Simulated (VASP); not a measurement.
A run of VASP 6.6.1 is set up as follows.

The input INCAR:

```
SYSTEM = La2O3
ALGO = Normal
EDIFF = 1E-7
ENCUT = 520
GGA = CA
ISIF = 2
ISMEAR = 0
LASPH = .True.
LCHARG = .True.
LELF = .True.
LREAL = .False.
LVHAR = .True.
LWAVE = .False.
NBANDS = 28
NELM = 100
PREC = Accurate
SIGMA = 0.02
```

KPOINTS

```
k-points
0
Gamma
  6 6 4
  0 0 0
```

Contents of POSCAR:

```
La2O3
1.0
    3.8826895538      0.0000000000      0.0000000000
   -1.9413447769      3.3625077886      0.0000000000
    0.0000000000      0.0000000000      5.9515719848
La O
2 3
Direct
    0.6666666667      0.3333333333      0.7560147564
    0.3333333333      0.6666666667      0.2439852436
    0.6666666667      0.3333333333      0.3534560449
    0.3333333333      0.6666666667      0.6465439551
    0.0000000000      0.0000000000      0.0000000000
```

Potentials or basis: VASP PAW LDA potentials, release 64 (La, O).

The run is started by

```bash
$ cat potpaw_LDA.64/La/POTCAR potpaw_LDA.64/O/POTCAR > POTCAR
$ mpirun -np 1 vasp_std > vasp.out
```

(1) Predict the largest force.

(2) What does it give for the band gap on the k mesh?

(3) What does it give for the pressure?

Answers

(1) 0.010 eV/Å.

(2) 3.73 eV, indirect (least direct gap 3.80 eV).

(3) 0.0 GPa.

Caveat: spin-orbit coupling is left out, which moves the levels of the heavy elements.
